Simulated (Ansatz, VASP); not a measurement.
# One calculation of InP, two programs

```
In P
1.0
     0.00000    2.95357    2.99787
     2.95357    0.00000    2.99787
     2.95357    2.95357    0.00000
In P
1 1
Direct
  0.00000 0.00000 0.00000
  0.75000 0.75000 0.75000
```

Change from the starting cell: strain +0.0150 x Voigt [0, 0, 1, 0, 0, 0], atoms carried along.

Alike in both runs: task single point; functional r2SCAN; k mesh 8 × 8 × 8; occupations gaussian, width 0.05 eV; no spin polarisation.

```csv
,VASP,Ansatz
version,VASP 6.6.1,Ansatz 0.2.0
potentials or method,"VASP PAW PBE potentials, release 64 (In_d, P), cutoff 520 eV","scalar-relativistic, plane waves, PAW"
valence electrons in the cell,18,18
```

VASP gave:

| Quantity | Value |
| --- | --- |
| gap on the k mesh at the Fermi level (eV) | 0.92 |
| least direct gap on the mesh (eV) | 0.92 |
| pressure (GPa) | -1.1 |
| traceless stress, the component that is largest in VASP (GPa) | -0.46 |

**Question.** Estimate Ansatz's values.

**Answer.** gap on the k mesh at the Fermi level (eV): 0.92; least direct gap on the mesh (eV): 0.92; pressure (GPa): -1.0; traceless stress, the component that is largest in VASP (GPa): -0.46.

VASP's potentials were made for PBE, not for r2SCAN.
